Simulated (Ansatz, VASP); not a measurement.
## CaZrSe3: VASP beside Ansatz

```
Ca Zr Se
1.0
    -3.56334    3.56334    5.24971
     3.56334   -3.56334    5.24971
     3.56334    3.56334   -5.24971
Ca Zr Se
2 2 6
Direct
  0.75000 0.25000 0.50000
  0.25000 0.75000 0.50000
  0.50000 0.50000 0.00000
  0.00000 0.00000 0.00000
  0.33740 0.83740 0.17481
  0.83740 0.66260 0.50000
  0.75000 0.75000 0.00000
  0.66260 0.16260 0.82519
  0.16260 0.33740 0.50000
  0.25000 0.25000 0.00000
```

Alike in both runs: functional PBE; k mesh 4 × 4 × 4; occupations gaussian, width 0.1 eV; no spin polarisation.

Ansatz relaxed the structure, and its values are those at the end. VASP's run is a single point on that final structure, the one shown.

```csv
,VASP,Ansatz
version,VASP 6.6.1,Ansatz 0.2.0
potentials or method,"VASP PAW PBE potentials, release 64 (Ca_sv, Zr_sv, Se), cutoff 520 eV","scalar-relativistic, plane waves, PAW"
valence electrons in the cell,80,140
```

|  | VASP | Ansatz | Ansatz less VASP |
| --- | --- | --- | --- |
| gap on the k mesh at the Fermi level (eV) | 0.37 | 0.38 | +0.003 |
| least direct gap on the mesh (eV) | 0.73 | 0.73 | +0.002 |
| pressure (GPa) | 0.0 | -0.1 | -0.10 |
| rms of the force components (eV/Å) | 0.010 | 0.010 | +0.0008 |

VASP's potentials hold 80 valence electrons a cell and Ansatz's 140, so a difference there can come from the potentials and not from the codes.
